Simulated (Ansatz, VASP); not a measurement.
## Two plane-wave programs on Ir

File INCAR:

```
  ALGO = Fast
  EDIFF = 1E-7
  ENCUT = 520
  GGA = PE
  ISIF = 2
  ISMEAR = 0
  LASPH = T
  LCHARG = T
  LELF = T
  LREAL = F
  LVHAR = T
  LWAVE = F
  NBANDS = 10
  NELM = 60
  PREC = Accurate
  SIGMA = 0.15
```

File KPOINTS:

```
k-points
0
Gamma
  22 22 22
```

POSCAR

```
Ir
1.0
    0.0000000000      1.9197000000      2.1116700000
    1.9197000000      0.0000000000      2.1116700000
    1.9197000000      1.9197000000      0.0000000000
Ir
1
Direct
    0.0000000000      0.0000000000      0.0000000000
```

Input for Ansatz:

```yaml
crystal:
  lattice:
    - [0.0, 1.9197, 2.11167]
    - [1.9197, 0.0, 2.11167]
    - [1.9197, 1.9197, 0.0]
  atoms:
    - { symbol: Ir, position: [0.0, 0.0, 0.0] }
basis:
  ecutwfc: 420
kpoints:
  mp_grid: { grid: [22, 22, 22] }
hamiltonian:
  xc: pbe
scf:
  occupations: { method: gaussian, width: 0.15 }
output:
  forces: true
  stress: true
  eigenvalues: true
  write_density: true
  write_potential: true
  elf: true
  volumetric_format: npy
```

Change from the starting cell: strain +0.1000 x Voigt [0, 0, 1, 0, 0, 0], atoms carried along.

Alike in both runs: task single point; functional PBE; k mesh 22 × 22 × 22; occupations gaussian, width 0.15 eV; no spin polarisation.

|  | VASP | Ansatz |
| --- | --- | --- |
| version | VASP 6.6.1 | Ansatz 0.2.0 |
| potentials or method | VASP PAW PBE potentials, release 64 (Ir), cutoff 520 eV | scalar-relativistic, plane waves, PAW |
| valence electrons in the cell | 9 | 17 |

```csv
,VASP,Ansatz,Ansatz less VASP
gap on the k mesh at the Fermi level (eV),none,none,-
pressure (GPa),-18.3,-18.6,-0.32
"traceless stress, the component that is largest in VASP (GPa)",-18.00,-18.14,-0.138
```

A gap of «none» marks a metal or a gap that the smearing closes. VASP's potentials hold 9 valence electrons a cell and Ansatz's 17, so a difference there can come from the potentials and not from the codes.

Spin-orbit coupling is off throughout.
